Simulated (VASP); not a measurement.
## CoO: single point with PBEsol+U

The system is CoO.

```
Co O
1.0
    -1.50800    1.50800    2.10725
     1.50800   -1.50800    2.10725
     1.50800    1.50800   -2.10725
Co O
1 1
Direct
  0.00000 0.00000 0.00000
  0.50000 0.50000 0.00000
```

```
Program                : VASP 6.6.1
Task                   : single point
Functional             : PBEsol
Potentials or basis    : VASP PAW PBE potentials, release 64 (Co, O)
Cutoff                 : 520 eV
k mesh                 : 6 × 6 × 6
Occupations            : fermi-dirac, width 0.2 eV
Spin                   : collinear spin, ferromagnetic start
Starting moments       : [2.5, 0.0] μB
Hubbard terms          : Co d U = 2.0 eV
Dipole correction      : no
Further INCAR settings : ALGO = Normal; EDIFF = 1e-06; NBANDS = 18
```

The pressure is -8.7 GPa and the net moment is 2.88 μB per cell. The site moments are Co +2.61; O +0.24 μB. The valence electrons inside the program's atomic spheres are Co 7.83; O 4.96.

Stress tensor (GPa, compression positive):
```
-9.41  0.00  0.00
 0.00 -9.41  0.00
 0.00  0.00 -7.23
```

Levels at points of the mesh, in eV from the Fermi level:
Spin up:
```
           k point  band 5  band 6  band 7  band 8  band 9  band 10  band 11  band 12  band 13  band 14
(0.00, 0.00, 0.00)   -3.71   -3.71   -2.85   -2.83   -2.83     1.22    16.90    17.73    17.75    17.75
(0.50, 0.00, 0.00)   -3.06   -3.00   -2.29   -0.14   -0.02     5.18     9.59    13.42    13.70    20.28
(0.50, 0.50, 0.00)   -4.04   -3.68   -3.13   -2.82   -2.69     6.02    10.00    11.40    15.89    16.15
(0.50, 0.50, 0.50)   -4.13   -3.72   -3.06   -2.70   -2.70     6.01    10.17    11.21    15.87    15.87
```
Spin down:
| k point | band 4 | band 5 | band 6 | band 7 | band 8 | band 9 |
| --- | --- | --- | --- | --- | --- | --- |
| (0.00, 0.00, 0.00) | -2.34 | -1.21 | -1.21 | -1.07 | 0.82 | 0.89 |
| (0.50, 0.00, 0.00) | -4.30 | -0.14 | -0.12 | 0.18 | 3.33 | 3.47 |
| (0.50, 0.50, 0.00) | -3.58 | -2.33 | 0.06 | 0.13 | 1.36 | 1.79 |
| (0.50, 0.50, 0.50) | -3.66 | -2.25 | 0.05 | 0.05 | 1.33 | 1.84 |

Eigenvalues of the final occupation matrices:
```csv
site,spin,trace,eigenvalues
site 1 d,1,4.87,0.96 0.96 0.96 0.99 0.99
site 1 d,2,2.31,0.15 0.16 0.63 0.68 0.68
```

Wall time 14 s on 1 thread of Intel(R) Xeon(R) 6975P-C (Granite Rapids), on a shared host, peak memory 0.15 GiB.

Caveat: the k points lie up to 0.49 Å⁻¹ apart; the PAW data sets were made with another functional, which shifts forces and pressure a little; a cell with one magnetic atom can't hold antiferromagnetic order, which such compounds often take. The state reached can hang on the start; a lower one may exist.
